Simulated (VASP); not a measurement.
Write the native input for VASP 6.6.1 that does the following.

```
Task                   : single point
Functional             : PBE
Dispersion             : D3(BJ)
Potentials or basis    : VASP PAW PBE potentials, release 64 (In_d, Sb)
Cutoff                 : 500 eV
k mesh                 : 6 × 6 × 6
Occupations            : gaussian, width 0.1 eV
Spin                   : no spin polarisation
Dipole correction      : no
Further INCAR settings : ALGO = Normal; EDIFF = 1e-06; NBANDS = 16
```

The structure of InSb lies in POSCAR:

```
InSb
1.0
    0.0000000000      3.2391000000      3.2391000000
    3.2391000000      0.0000000000      3.2391000000
    3.2391000000      3.2391000000      0.0000000000
In Sb
1 1
Direct
    0.0000000000      0.0000000000      0.0000000000
    0.7500000000      0.7500000000      0.7500000000
```

One way to write it, as run:

INCAR

```
SYSTEM = InSb
PREC = Accurate
ENCUT = 500
EDIFF = 1E-6
ISMEAR = 0
SIGMA = 0.1
LREAL = .FALSE.
LASPH = .TRUE.
NELM = 120
ALGO = Normal
ISIF = 2
LWAVE = .FALSE.
LCHARG = .FALSE.
GGA = PE
IVDW = 12
NBANDS = 16
GGA_COMPAT = .FALSE.
```

KPOINTS

```
Automatic mesh
0
G
  6 6 6
  0 0 0
```

Potentials or basis: VASP PAW PBE potentials, release 64 (In_d, Sb).

The run is started by

```sh
$ cat potpaw_PBE.64/In_d/POTCAR potpaw_PBE.64/Sb/POTCAR > POTCAR
$ mpirun -np 1 vasp_std > vasp.out
```

It gave:

```json
{"Pressure": "1.4 GPa", "Band gap on the k mesh": "zero (filled and empty bands touch)", "Dispersion energy per atom": "-0.332 eV"}
```

Caveat: spin-orbit coupling is left out, which moves the levels of the heavy elements; pairwise dispersion overbinds metals, which lowers pressure and volume.

Wall time 42 s on 1 thread of Intel Xeon 8259CL, with other jobs on the host, peak memory 0.21 GiB.
